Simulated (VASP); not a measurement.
# InSe in VASP: single point with PBE+D3(BJ)

Aim: the single point of InSe with PBE+D3(BJ).

Program: VASP 6.6.1. These are calculated values, not measurements. Logs are shortened: lines on timing, memory, paths and dates and some standing lists are left out, and cuts for length are marked.

**1. The cell of the first run**

The cell holds a slab with vacuum, 8 atoms: a = 4.027 Å, b = 4.027 Å, c = 28.271 Å, α = 90.00°, β = 90.00°, γ = 120.00°.

**2. Single point, PBE+D3(BJ) (layers slid over each other)**

The input, INCAR:

```
ALGO     = Normal         # electronic algorithm
DIPOL    = 0.5 0.5 0.412
EDIFF    = 1E-6           # SCF threshold, eV
ENCUT    = 520            # plane-wave cutoff, eV
GGA      = PE             # functional
IDIPOL   = 3            
ISIF     = 2              # what is computed and relaxed
ISMEAR   = 0              # smearing method
IVDW     = 12             # dispersion correction
LASPH    = True           # aspherical terms in the spheres
LCHARG   = True           # write CHGCAR
LDIPOL   = True         
LELF     = True           # ELF
LREAL    = False          # projectors in reciprocal space
LVACPOTAV= True         
LVHAR    = True         
LWAVE    = False          # write WAVECAR
NBANDS   = 48             # bands
NELM     = 100            # most SCF steps
PREC     = Accurate       # precision mode
SIGMA    = 0.05           # smearing width, eV
```

The input, KPOINTS:

```
k-points
0
Gamma
  9 9 1
```

The input, POSCAR:

```
InSe
1.0
    4.0266104108      0.0000000000      0.0000000000
   -2.0133052054      3.4871469069      0.0000000000
    0.0000000000      0.0000000000     28.2707105452
Se In
4 4
Direct
    0.0000000000      0.0000000000      0.1591753413
    0.0000000000      0.0000000000      0.3496677332
    0.2222222222      0.8888888889      0.4738244994
    0.2222222222      0.8888888889      0.6643168913
    0.6666666667      0.3333333333      0.2049979888
    0.6666666667      0.3333333333      0.3038451603
   -0.4444444444      0.5555555556      0.5196471469
   -0.4444444444      0.5555555556      0.6184943184
```

Potentials or basis: VASP PAW PBE potentials, release 64 (Se, In_d).

Run with:

```console
$ cat potpaw_PBE.64/Se/POTCAR potpaw_PBE.64/In_d/POTCAR > POTCAR
$ mpirun -np 1 vasp_std > vasp.out
```

OUTCAR:

```text
EDIFF = 1E-6
   ENCUT = 520
   GGA = PE
   ISIF = 2
   ISMEAR = 0
   IVDW = 12
   LASPH = True
   LREAL = False
   NELM = 100
   PREC = Accurate
 IVDW          = 12

 ion  position               nearest neighbor table
   1  0.000  0.000  0.159-   5 2.66   5 2.66   5 2.66
   2  0.000  0.000  0.350-   6 2.66   6 2.66   6 2.66
   3  0.222  0.889  0.474-   7 2.66   7 2.66   7 2.66
   4  0.222  0.889  0.664-   8 2.66   8 2.66   8 2.66
   5  0.667  0.333  0.205-   1 2.66   1 2.66   1 2.66   6 2.79
   6  0.667  0.333  0.304-   2 2.66   2 2.66   2 2.66   5 2.79
   7  0.556  0.556  0.520-   3 2.66   3 2.66   3 2.66   8 2.79
   8  0.556  0.556  0.618-   4 2.66   4 2.66   4 2.66   7 2.79

  LATTYP: Found a hexagonal cell.
 ALAT       =     4.0266104108
 C/A-ratio  =     7.0209699129

  Lattice vectors:

 A1 = (   4.0266104108,   0.0000000000,   0.0000000000)
 A2 = (  -2.0133052054,   3.4871469069,   0.0000000000)
 A3 = (   0.0000000000,   0.0000000000,  28.2707105452)

Analysis of symmetry for initial positions (statically):
=====================================================================
 Subroutine PRICEL returns:
 Original cell was already a primitive cell.

 Routine SETGRP: Setting up the symmetry group for a
 hexagonal supercell.

 Subroutine GETGRP returns: Found  2 space group operations
 (whereof  1 operations were pure point group operations)
 out of a pool of 24 trial point group operations.

The static configuration has the point symmetry C_1 .
 The point group associated with its full space group is S_2 .

Analysis of symmetry for dynamics (positions and initial velocities):
=====================================================================
 Subroutine PRICEL returns:
 Original cell was already a primitive cell.

 Routine SETGRP: Setting up the symmetry group for a
 hexagonal supercell.

 Subroutine GETGRP returns: Found  2 space group operations
 (whereof  1 operations were pure point group operations)
 out of a pool of 24 trial point group operations.

The dynamic configuration has the point symmetry C_1 .
 The point group associated with its full space group is S_2 .

 Subroutine INISYM returns: Found  2 space group operations
 (whereof  1 operations are pure point group operations),
 and found     1 'primitive' translations

----------------------------------------------------------------------------------------

                                     Primitive cell

  volume of cell :     396.9598

  direct lattice vectors                    reciprocal lattice vectors
     4.026610411  0.000000000  0.000000000     0.248347840  0.143383693  0.000000000
    -2.013305205  3.487146907  0.000000000     0.000000000  0.286767385  0.000000000
     0.000000000  0.000000000 28.270710545     0.000000000  0.000000000  0.035372298

  length of vectors
     4.026610411  4.026610411 28.270710545     0.286767385  0.286767385  0.035372298

  position of ions in fractional coordinates (direct lattice)
     0.000000000  0.000000000  0.159175341
     0.000000000  0.000000000  0.349667733
     0.222222222  0.888888889  0.473824499
     0.222222222  0.888888889  0.664316891
     0.666666667  0.333333333  0.204997989
     0.666666667  0.333333333  0.303845160
     0.555555556  0.555555556  0.519647147
     0.555555556  0.555555556  0.618494318

  ion indices of the primitive-cell ions
   primitive index   ion index
                 1           1
                 2           2
                 3           3
                 4           4
                 5           5
                 6           6
                 7           7
                 8           8

----------------------------------------------------------------------------------------

 KPOINTS: k-points

Automatic generation of k-mesh.
 Grid dimensions read from file:
 generate k-points for:    9    9    1

 Generating k-lattice:

  Cartesian coordinates                     Fractional coordinates (reciprocal lattice)
     0.027594204  0.015931521  0.000000000     0.111111111 -0.000000000  0.000000000
     0.000000000  0.031863043  0.000000000     0.000000000  0.111111111  0.000000000
     0.000000000  0.000000000  0.035372298     0.000000000  0.000000000  1.000000000

  Length of vectors
     0.031863043  0.031863043  0.035372298

  Shift w.r.t. Gamma in fractional coordinates (k-lattice)
     0.000000000  0.000000000  0.000000000

 Subroutine IBZKPT returns following result:
 ===========================================

 Found     41 irreducible k-points:

 Following reciprocal coordinates:
            Coordinates               Weight
  0.000000  0.000000  0.000000      1.000000
  0.111111  0.000000  0.000000      2.000000
  0.000000  0.111111  0.000000      2.000000
 -0.111111  0.111111  0.000000      2.000000
  0.222222 -0.000000  0.000000      2.000000
  0.000000  0.222222  0.000000      2.000000
[... 16 lines left out ...]
  0.333333  0.111111  0.000000      2.000000
 -0.111111  0.444444  0.000000      2.000000
 [... further k-points ...]
   k-points           NKPTS =     41   k-points in BZ     NKDIM =     41   number of bands    NBANDS=     48
   number of dos      NEDOS =    301   number of ions     NIONS =      8
   total plane-waves  NPLWV = 189000
   dimension x,y,z NGX =    30 NGY =   30 NGZ =  210
   dimension x,y,z NGXF=    60 NGYF=   60 NGZF=  420
   ions per type =               4   4
   NGX,Y,Z   is equivalent  to a cutoff of  12.39, 12.39, 12.35 a.u.
   NGXF,Y,Z  is equivalent  to a cutoff of  24.77, 24.77, 24.70 a.u.
 SYSTEM =  unknown system
   PREC   = accura    normal or accurate (medium, high low for compatibility)
   ISTART =      0    job   : 0-new  1-cont  2-samecut
   ICHARG =      2    charge: 1-file 2-atom 10-const
   ISPIN  =      1    spin polarized calculation?
   LNONCOLLINEAR =      F non collinear calculations
   LSORBIT =      F    spin-orbit coupling
   LASPH  =      T    aspherical Exc in radial PAW
   ENCUT  =  520.0 eV  38.22 Ry    6.18 a.u.   7.49  7.49 52.56*2*pi/ulx,y,z
   NELM   =    100;   NELMIN=  2; NELMDL= -5     # of ELM steps
   EDIFF  = 0.1E-05   stopping-criterion for ELM
   LREAL  =      F    real-space projection
   EDIFFG = 0.1E-04   stopping-criterion for IOM
   NSW    =      0    number of steps for IOM
   IBRION =     -1    ionic relax: 0-MD 1-quasi-New 2-CG
   NFREE  =      0    steps in history (QN), initial steepest desc. (CG)
   ISIF   =      2    stress and relaxation
   ISYM   =      2    0-nonsym 1-usesym 2-fastsym
   POTIM  = 0.5000    time-step for ionic-motion
   TEBEG  =    0.0;   TEEND  =   0.0 temperature during run
   PSTRESS=    0.0 pullay stress
   NELECT =      76.0000    total number of electrons
   NUPDOWN=      -1.0000    fix difference up-down
   EMIN   =  10.00;   EMAX   =-10.00  energy-range for DOS
   EFERMI =   0.00;   METHOD = LEGACY
   ISMEAR =     0;   SIGMA  =   0.05  broadening in eV -4-tet -1-fermi 0-gaus
   EFERMI_NEDOS =   21; number of points for ismear=-14 and -15
   IALGO  =     38    algorithm
   IMIX   =      4    mixing-type and parameters
     AMIX     =   0.40;   BMIX     =  1.00
     AMIX_MAG =   1.60;   BMIX_MAG =  1.00
  volume/ion in A,a.u.               =      49.62       334.85
  Fermi-wavevector in a.u.,A,eV,Ry     =   0.943548  1.783047 12.113024  0.890282
  Thomas-Fermi vector in A             =   2.071266
   LORBIT       =      0    0 simple, 1 ext, 2 COOP (PROOUT), +10 PAW based schemes
   GGA     = PE    functional components
   LHFCALC =     F    Hartree Fock is set to
   AEXX    =    0.0000 exact exchange contribution
   IVDW    =    12    specifies the selected vdW correction
   LEPSILON=     F    determine dielectric tensor
   LRPA    =     F    only Hartree local field effects (RPA)
 non-spin polarized calculation
 Gauss-broadening in eV      SIGMA  =   0.05
  energy-cutoff  :      520.00
  volume of cell :      396.96
 maximum number of plane-waves:     10749
 NGX is ok and might be reduce to    30
   NGX = 15   NGY = 15   NGZ =105

 dipolmoment           0.000000      0.000000      0.000004 electrons x Angstroem

 number of electron      75.9999998 magnetization

 dipolmoment           0.000000      0.000000     -0.000024 electrons x Angstroem

 Free energy of the ion-electron system (eV)
  ---------------------------------------------------
  ext. energy  EPLUGINS =         0.00000000
  ---------------------------------------------------
  free energy    TOTEN  =       -28.38120180 eV

  energy without entropy =      -28.38120180  energy(sigma->0) =      -28.38120180

 E-fermi :   0.0170     XC(G=0):  -5.6783

 val. band max:       -0.2190552756   @ k =   0.0000   0.1111   0.0000
 cond. band min:       0.9468458938   @ k =   0.0000   0.0000   0.0000
 fundamental gap:      1.1659011693
 Fermi energy:         0.0170114437

 k-point     1 :       0.0000    0.0000    0.0000
  band No.  band energies     occupation
      1     -14.5161      2.00000
      2     -14.5158      2.00000
      3     -14.3331      2.00000
      4     -14.3329      2.00000
      5     -14.3322      2.00000
      6     -14.3320      2.00000
[... 40 lines left out ...]
     47       5.0340      0.00000
     48       5.2137      0.00000

 k-point     2 :       0.1111    0.0000    0.0000
  band No.  band energies     occupation
      1     -14.5155      2.00000
      2     -14.5152      2.00000
      3     -14.3735      2.00000
      4     -14.3719      2.00000
      5     -14.3306      2.00000
      6     -14.3304      2.00000
[... 40 lines left out ...]
     47       5.0980      0.00000
     48       5.1947      0.00000

 k-point     3 :       0.0000    0.1111    0.0000
  band No.  band energies     occupation
      1     -14.5155      2.00000
      2     -14.5152      2.00000
      3     -14.3735      2.00000
      4     -14.3718      2.00000
      5     -14.3307      2.00000
      6     -14.3305      2.00000
[... 1060 lines left out ...]
     47       4.4803      0.00000
     48       4.5562      0.00000

 k-point    24 :      -0.1111    0.4444    0.0000
  band No.  band energies     occupation
      1     -14.6085      2.00000
      2     -14.6036      2.00000
      3     -14.5032      2.00000
      4     -14.4990      2.00000
      5     -14.4605      2.00000
      6     -14.4602      2.00000
[... 40 lines left out ...]
     47       4.4457      0.00000
     48       4.5714      0.00000

 [... further k-points ...]

------------------------ aborting loop because EDIFF is reached ----------------------------------------

 Edisp (eV)   -1.99379

 E8    (eV) :    -0.9345

  FORCE on cell =-STRESS in cart. coord.  units (eV):
  Direction    XX          YY          ZZ          XY          YZ          ZX
  --------------------------------------------------------------------------------------
  -------------------------------------------------------------------------------------
  Total      -0.01729    -0.07615    -0.15949    -0.01388    -0.05902     0.17280
  in kB      -0.06977    -0.30735    -0.64371    -0.05603    -0.23820     0.69742
  external pressure =       -0.34 kB  Pullay stress =        0.00 kB

 VOLUME and BASIS-vectors are now :
 -----------------------------------------------------------------------------
  energy-cutoff  :      520.00
  volume of cell :      396.96
      direct lattice vectors                 reciprocal lattice vectors
     4.026610411  0.000000000  0.000000000     0.248347840  0.143383693  0.000000000
    -2.013305205  3.487146907  0.000000000     0.000000000  0.286767385  0.000000000
     0.000000000  0.000000000 28.270710545     0.000000000  0.000000000  0.035372298

 POSITION                                       TOTAL-FORCE (eV/Angst)
 -----------------------------------------------------------------------------------
      0.00000      0.00000      4.50000        -0.001395      0.000668     -0.011661
      0.00000      0.00000      9.88536        -0.043227      0.017406      0.028276
     -0.89480      3.09969     13.39536         0.043227     -0.017406     -0.028276
     -0.89480      3.09969     18.78071         0.001395     -0.000668      0.011661
      2.01331      1.16238      5.79544        -0.003673      0.001550      0.012305
      2.01331      1.16238      8.58992         0.006414     -0.004742      0.002989
      1.11850      1.93730     14.69079        -0.006414      0.004742     -0.002989
      1.11850      1.93730     17.48527         0.003673     -0.001550     -0.012305
 -----------------------------------------------------------------------------------
    total drift:                               -0.000083     -0.000142     -0.003100

  FREE ENERGIE OF THE ION-ELECTRON SYSTEM (eV)
  ---------------------------------------------------
  free  energy   TOTEN  =       -30.3749924606 eV

  energy  without entropy=      -30.3749924606  energy(sigma->0) =      -30.37499246

 vacuum level on the upper side and lower side of the slab         5.494         5.495
```

Run time: 28 min. Hardware: 1 thread of Intel Xeon Platinum 8275CL at 3.00GHz (Skylake/Cascade Lake), shared host; peak memory 0.83 GiB.

What came out:

| Property | Result |
| --- | --- |
| Free energy | -30.3750 eV |
| Largest force | 0.055 eV/Å |
| Band gap on the k mesh | 1.17 eV (least direct gap 1.21 eV) |
| Dispersion energy per atom | -0.249 eV |

Forces on the atoms (eV/Å):
```
Se  -0.001  0.001 -0.012
Se  -0.043  0.017  0.028
Se   0.043 -0.017 -0.028
Se   0.001 -0.001  0.012
In  -0.004  0.002  0.012
In   0.006 -0.005  0.003
In  -0.006  0.005 -0.003
In   0.004 -0.002 -0.012
```

Levels at points of the mesh, in eV from the valence-band top:
```csv
k point,band 35,band 36,band 37,band 38,band 39,band 40,band 41,band 42
"(0.00, 0.00, 0.00)",-0.66,-0.65,-0.63,-0.05,1.17,1.65,2.52,2.60
```

Caveat: the cell differs from its parent crystal (layers slid over each other); spin-orbit coupling is left out, which moves the levels of the heavy elements.
